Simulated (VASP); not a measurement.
Wanted: the native input for a VASP 6.6.1 run.

| Item | Value |
| --- | --- |
| Task | single point |
| Functional | BLYP |
| Potentials or basis | VASP PAW PBE potentials, release 64 (Na_pv) |
| Cutoff | 520 eV |
| k mesh | 11 × 11 × 11 |
| Occupations | fermi-dirac, width 0.1 eV |
| Spin | no spin polarisation |
| Dipole correction | no |
| Further INCAR settings | ALGO = Normal; EDIFF = 1e-06; NBANDS = 10 |

The structure of Na lies in POSCAR:

```
Na
1.0
   -2.1039229067      2.1039229067      2.1039229067
    2.1039229067     -2.1039229067      2.1039229067
    2.1039229067      2.1039229067     -2.1039229067
Na
1
Direct
    0.0000000000      0.0000000000      0.0000000000
```

One way to write it, as run:

INCAR

```
SYSTEM = Na
AGGAC = 1.0
AGGAX = 1.0
ALDAC = 0.0
ALDAX = 1.0
ALGO = Normal
EDIFF = 1E-6
ENCUT = 520
GGA = B5
ISIF = 2
ISMEAR = -1
LASPH = .TRUE.
LCHARG = .TRUE.
LELF = .TRUE.
LREAL = .FALSE.
LVHAR = .TRUE.
LWAVE = .FALSE.
NBANDS = 10
NELM = 100
PREC = Accurate
SIGMA = 0.1
```

KPOINTS

```
k-points
0
G
  11 11 11
  0 0 0
```

Potentials or basis: VASP PAW PBE potentials, release 64 (Na_pv).

Command:

```sh
$ cat potpaw_PBE.64/Na_pv/POTCAR > POTCAR
$ mpirun -np 1 vasp_std > vasp.out
```

It gave:

The pressure is 0.0 GPa and the band gap on the k mesh is zero (an odd number of electrons rules out a gap without spin polarisation).

Caveat: the PAW data sets were made with another functional, which shifts forces and pressure a little.

Run time: 11 s on 1 thread of Intel(R) Xeon(R) Platinum 8488C (Sapphire Rapids), on a shared host, peak memory 0.15 GiB.
